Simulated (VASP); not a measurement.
# Be (Im-3m) in VASP: a run that goes wrong, beside a sound one

Two runs on Be: the first has a flaw, the second is sound.

Everything below comes from runs of VASP 6.6.1. Logs are shortened: lines on timing, memory, paths and dates and some standing lists are left out, and cuts for length are marked.

## 1. The cell of the first run

Symmetry: Im-3m, No. 229, cubic system. Conventional cell: a = 2.506 Å, b = 2.506 Å, c = 2.506 Å, α = 90.00°, β = 90.00°, γ = 90.00°. Be (site symmetry m-3m) has 14 Be at 2.17 to 2.51 Å within 2.9 Å.

This isn't the form of Be at room conditions, which is hcp.

## 2. A run with an altered input

POSCAR reads:

```
Be
1.0
   -1.2531209513      1.2531209513      1.2531209513
    1.2531209513     -1.2531209513      1.2531209513
    1.2531209513      1.2531209513     -1.2531209513
Be
1
Direct
    0.0000000000      0.0000000000      0.0000000000
```

INCAR.step1 reads:

```
SYSTEM = Be
ALGO = Normal
EDIFF = 1E-6
ENCUT = 290
GGA = PS
GGA_COMPAT = .FALSE.
ISMEAR = 1
LASPH = .TRUE.
LCHARG = .TRUE.
LREAL = .FALSE.
LWAVE = .FALSE.
NBANDS = 15
NELM = 120
PREC = Accurate
SIGMA = 0.1
```

KPOINTS.step1 reads:

```
k-points
0
Gamma
  17 17 17
```

INCAR.step2 reads:

```
SYSTEM = Be
ALGO = Normal
EDIFF = 1E-6
EMAX = 15.971
EMIN = -9.029
ENCUT = 290
GGA = PS
GGA_COMPAT = .FALSE.
ICHARG = 11
ISMEAR = -5
LASPH = .TRUE.
LCHARG = .FALSE.
LORBIT = 11
LREAL = .FALSE.
LWAVE = .FALSE.
NBANDS = 15
NEDOS = 2001
NELM = 58
PREC = Accurate
```

KPOINTS.step2 reads:

```
Automatic mesh
0
Gamma
  1 1 1
  0 0 0
```

Potentials or basis: VASP PAW PBE potentials, release 64 (Be).

Command:

```sh
$ cat potpaw_PBE.64/Be/POTCAR > POTCAR
$ cp INCAR.step1 INCAR
$ cp KPOINTS.step1 KPOINTS
$ mpirun -np 1 vasp_std > vasp.out
$ cp INCAR.step2 INCAR
$ cp KPOINTS.step2 KPOINTS
$ mpirun -np 1 vasp_std > vasp.out
```

OUTCAR:

```text
SYSTEM = Be
   EDIFF = 1E-6
   EMIN = -9.029
   ENCUT = 290
   GGA = PS
   ICHARG = 11
   ISMEAR = -5
   LASPH = .TRUE.
   LORBIT = 11
   LREAL = .FALSE.
   NELM = 58
   PREC = Accurate

|       ---->  I REFUSE TO CONTINUE WITH THIS SICK JOB ... BYE!!! <----       |
|                                                                             |
 -----------------------------------------------------------------------------
```

On the terminal:

```text
POSCAR found type information on POSCAR Be
 POSCAR found :  1 types and       1 ions
[... 25 lines left out ...]

1
```

OUTCAR.step1:

```text
SYSTEM = Be
   EDIFF = 1E-6
   ENCUT = 290
   GGA = PS
   ISMEAR = 1
   LASPH = .TRUE.
[... 213 lines left out ...]
 -----------------------------------------------------------------------------------
      0.00000      0.00000      0.00000         0.000000      0.000000      0.000000
 -----------------------------------------------------------------------------------
    total drift:                                0.000000     -0.000000     -0.000000

  FREE ENERGIE OF THE ION-ELECTRON SYSTEM (eV)
  ---------------------------------------------------
  free  energy   TOTEN  =        -3.8938161180 eV

  energy  without entropy=       -3.8937941802  energy(sigma->0) =       -3.89380881
```

OSZICAR.step1:

```text
N       E                     dE             d eps       ncg     rms          rms(c)
DAV:   1    -0.129857405349E+01   -0.12986E+01   -0.88487E+02  6054   0.760E+01
DAV:   2    -0.389630586272E+01   -0.25977E+01   -0.25184E+01  6406   0.178E+01
DAV:   3    -0.390748209132E+01   -0.11176E-01   -0.11172E-01  5517   0.887E-01
DAV:   4    -0.390748317859E+01   -0.10873E-05   -0.10880E-05  6196   0.111E-02
DAV:   5    -0.390748317869E+01   -0.10386E-09   -0.16061E-09  4620   0.122E-04    0.796E-01
DAV:   6    -0.389772280330E+01    0.97604E-02   -0.44496E-04  5510   0.110E-01    0.484E-01
DAV:   7    -0.389382272910E+01    0.39001E-02   -0.52486E-04  5524   0.112E-01    0.156E-02
DAV:   8    -0.389381565353E+01    0.70756E-05   -0.91145E-07  5685   0.454E-03    0.321E-03
DAV:   9    -0.389381611798E+01   -0.46445E-06   -0.64891E-08  4492   0.998E-04
   1 F= -.38938161E+01 E0= -.38938088E+01  d E =-.219378E-04
```

Run time: 5.4 s. Hardware: 1 thread of Intel Xeon Platinum 8175M at 2.50GHz (Skylake/Cascade Lake), shared host; peak memory 0.1 GiB.

The program refused the input. What is wrong with the input: tetrahedra on too few k points (KPAR = left out; k = 1 × 1 × 1).

## 3. Single point, PBEsol

POSCAR is that of step 2.

Changes to INCAR.step1 since step 2:

```diff
@@ -3,3 +3,3 @@
 EDIFF = 1E-6
-ENCUT = 290
+ENCUT = 500
 GGA = PS
```

KPOINTS.step1 is that of step 2.

INCAR.step2 reads:

```
SYSTEM = Be
ALGO = Normal
EDIFF = 1E-6
EMAX = 15.9692
EMIN = -9.0308
ENCUT = 500
GGA = PS
GGA_COMPAT = .FALSE.
ICHARG = 11
ISMEAR = -5
LASPH = .TRUE.
LCHARG = .FALSE.
LORBIT = 11
LREAL = .FALSE.
LWAVE = .FALSE.
NBANDS = 15
NEDOS = 4001
NELM = 120
PREC = Accurate
```

KPOINTS.step2 reads:

```
Automatic mesh
0
Gamma
  36 36 36
  0 0 0
```

Potentials or basis: VASP PAW PBE potentials, release 64 (Be).

Command:

```sh
$ cat potpaw_PBE.64/Be/POTCAR > POTCAR
$ cp INCAR.step1 INCAR
$ cp KPOINTS.step1 KPOINTS
$ mpirun -np 1 vasp_std > vasp.out
$ cp INCAR.step2 INCAR
$ cp KPOINTS.step2 KPOINTS
$ mpirun -np 1 vasp_std > vasp.out
```

Wall time 2.6 min (1 thread of Intel Xeon Platinum 8175M at 2.50GHz (Skylake/Cascade Lake), shared host); peak memory 0.35 GiB.

The run converged. Its results:

| Quantity | Value |
| --- | --- |
| Valence electrons inside the program's atomic spheres | Be 1.17 |
| Density of states at the Fermi level | 0.12 states/eV/atom |

Levels at points of the mesh, in eV from the Fermi level:
| k point | band 1 | band 2 | band 3 | band 4 | band 5 | band 6 |
| --- | --- | --- | --- | --- | --- | --- |
| (0.00, 0.00, 0.00) | -12.27 | 19.31 | 19.31 | 19.31 | 30.67 | 30.67 |
| (0.50, 0.00, 0.00) | -5.27 | 0.35 | 12.19 | 15.40 | 20.34 | 26.19 |
